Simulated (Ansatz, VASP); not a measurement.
Ge2F in VASP and in Ansatz

```xyz
6
Lattice="2.8306 0.0000 0.0000 0.0000 2.8306 0.0000 0.0000 0.0000 12.5583" Properties=species:S:1:pos:R:3 pbc="T T T"
Ge    0.0000    1.4153    1.9219
Ge    0.0000    1.4153    8.2010
Ge    1.4153    0.0000    4.3573
Ge    1.4153    0.0000   10.6364
F     0.0000    0.0000    0.0000
F     1.4153    1.4153    6.2792
```

Change from the starting cell: species swapped into the ZnCl2 type (P4_2/nmc, No. 137).

Alike in both runs: functional PBE; k mesh 12 × 12 × 4; occupations gaussian, width 0.1 eV; no spin polarisation.

Ansatz relaxed the structure, and its values are those at the end. VASP's run is a single point on that final structure, the one shown.

```csv
,VASP,Ansatz
version,VASP 6.6.1,Ansatz 0.2.0
potentials or method,"VASP PAW PBE potentials, release 64 (Ge_d, F), cutoff 520 eV","scalar-relativistic, plane waves, PAW"
valence electrons in the cell,70,70
```

Ansatz gave:

* gap on the k mesh at the Fermi level (eV): none
* pressure (GPa): 0.0
* rms of the force components (eV/Å): 0.000

Problem. What did VASP give for the same quantities?

Solution. gap on the k mesh at the Fermi level (eV): none; pressure (GPa): -0.1; rms of the force components (eV/Å): 0.003.

A gap of «none» marks a metal or a gap that the smearing closes. The functional is the same, so the differences come from potentials, cutoffs and numerics.
